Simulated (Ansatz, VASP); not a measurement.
**One calculation of AlCu5, two programs**

```
Al Cu
1.0
     4.89421    0.00000    0.00000
    -2.44711    4.23851    0.00000
     0.00000    0.00000    4.42166
Al Cu
1 5
Direct
  0.00000 0.00000 0.50000
  0.66053 0.00000 0.00000
  0.00000 0.66053 0.00000
  0.33947 0.33947 0.00000
  0.33333 0.66667 0.50000
  0.66667 0.33333 0.50000
```

Change from the starting cell: species swapped into the Hf5Sc type (P-62m, No. 189).

Alike in both runs: task single point; functional PBE; k mesh 6 × 6 × 4; occupations gaussian, width 0.1 eV; no spin polarisation.

|  | VASP | Ansatz |
| --- | --- | --- |
| version | VASP 6.6.1 | Ansatz 0.2.0 |
| potentials or method | VASP PAW PBE potentials, release 64 (Al, Cu), cutoff 520 eV | scalar-relativistic, plane waves, PAW |
| valence electrons in the cell | 58 | 98 |

|  | VASP | Ansatz | Ansatz less VASP |
| --- | --- | --- | --- |
| gap on the k mesh at the Fermi level (eV) | none | none | - |
| pressure (GPa) | -16.5 | -17.0 | -0.41 |
| traceless stress, the component that is largest in VASP (GPa) | 0.90 | 0.90 | +0.001 |
| rms of the force components (eV/Å) | 0.043 | 0.041 | -0.0026 |

Atom by atom the forces differ by 0.003 eV/Å (rms over components). A gap of «none» marks a metal or a gap that the smearing closes. VASP's potentials hold 58 valence electrons a cell and Ansatz's 98, so a difference there can come from the potentials and not from the codes.
